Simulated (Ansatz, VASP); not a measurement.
## Ge3Te2Pt: VASP beside Ansatz

```xyz
6
Lattice="3.1789 0.0000 0.0000 0.0000 3.1789 0.0000 0.0000 0.0000 13.5804" Properties=species:S:1:pos:R:3 pbc="T T T"
Ge    0.0000    0.0000    0.0000
Ge    0.0000    0.0000    8.3362
Ge    0.0000    0.0000    5.2442
Te    1.5894    1.5894   11.1875
Te    1.5894    1.5894    2.3930
Pt    1.5894    1.5894    6.7902
```

Change from the starting cell: species swapped into the MgSc3Ru2 type (P4/mmm, No. 123).

Alike in both runs: functional PBE; k mesh 12 × 12 × 4; occupations gaussian, width 0.1 eV; no spin polarisation.

Ansatz relaxed the structure, and its values are those at the end. VASP's run is a single point on that final structure, the one shown.

|  | VASP | Ansatz |
| --- | --- | --- |
| version | VASP 6.6.1 | Ansatz 0.2.0 |
| potentials or method | VASP PAW PBE potentials, release 64 (Ge_d, Te, Pt), cutoff 520 eV | scalar-relativistic, plane waves, PAW |
| valence electrons in the cell | 64 | 92 |

```tsv
	VASP	Ansatz	Ansatz less VASP
gap on the k mesh at the Fermi level (eV)	none	none	-
pressure (GPa)	0.0	0.0	+0.04
```

A gap of «none» marks a metal or a gap that the smearing closes. With one functional, cell and mesh, what is left measures potentials, basis and numerics. VASP's potentials hold 64 valence electrons a cell and Ansatz's 92, so a difference there can come from the potentials and not from the codes.

Neither program's run includes spin-orbit coupling.
